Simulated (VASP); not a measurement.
Here is a VASP 6.6.1 calculation.

The input POSCAR:

```
PbSe
1.0
    0.0000000000      3.0696893610      3.0696893610
    3.0696893610      0.0000000000      3.0696893610
    3.0696893610      3.0696893610      0.0000000000
Pb Se
1 1
Direct
    0.0000000000      0.0000000000      0.0000000000
    0.5000000000      0.5000000000      0.5000000000
```

The input INCAR.step1:

```
SYSTEM = PbSe
PREC     = Accurate       ! precision mode
ENCUT    = 400            ! plane-wave cutoff, eV
EDIFF    = 1E-5           ! SCF threshold, eV
ISMEAR   = 0              ! smearing method
SIGMA    = 0.01           ! smearing width, eV
LREAL    = .FALSE.        ! projectors in reciprocal space
LASPH    = .TRUE.         ! aspherical terms in the spheres
NELM     = 120            ! most SCF steps
ALGO     = Normal         ! electronic algorithm
ISIF     = 2              ! what is computed and relaxed
LWAVE    = .TRUE.         ! write WAVECAR
LCHARG   = .FALSE.        ! write CHGCAR
NBANDS   = 17             ! bands
GGA      = PE             ! functional
GGA_COMPAT= .FALSE.
```

Contents of INCAR.step2:

```
SYSTEM = PbSe
PREC     = Accurate       ! precision mode
ENCUT    = 400            ! plane-wave cutoff, eV
EDIFF    = 1E-6           ! SCF threshold, eV
ISMEAR   = 0              ! smearing method
SIGMA    = 0.01           ! smearing width, eV
LREAL    = .FALSE.        ! projectors in reciprocal space
LASPH    = .TRUE.         ! aspherical terms in the spheres
NELM     = 120            ! most SCF steps
ALGO     = Normal         ! electronic algorithm
ISIF     = 2              ! what is computed and relaxed
LWAVE    = .FALSE.        ! write WAVECAR
LCHARG   = .FALSE.        ! write CHGCAR
GGA      = PE             ! functional
LHFCALC  = .TRUE.         ! exact exchange
HFSCREEN = 0.2079         ! screening, 1/A
PRECFOCK = Normal       
NBANDS   = 17             ! bands
ISTART   = 1            
GGA_COMPAT= .FALSE.
```

KPOINTS

```
Automatic mesh
0
G
  4 4 4
  0 0 0
```

Potentials or basis: VASP PAW PBE potentials, release 64 (Pb_d, Se).

Command:

```bash
$ cat potpaw_PBE.64/Pb_d/POTCAR potpaw_PBE.64/Se/POTCAR > POTCAR
$ cp INCAR.step1 INCAR
$ mpirun -np 1 vasp_std > vasp.out
$ cp INCAR.step2 INCAR
$ mpirun -np 1 vasp_std > vasp.out
```

(1) Estimate the pressure.

(2) Predict the band gap on the k mesh.

## Answers

(1) 0.7 GPa.

(2) 0.74 eV, direct.

Caveat: the k points lie up to 0.44 Å⁻¹ apart; the PAW data sets were made with another functional, which shifts forces and pressure a little; spin-orbit coupling is left out, which moves the levels of the heavy elements.
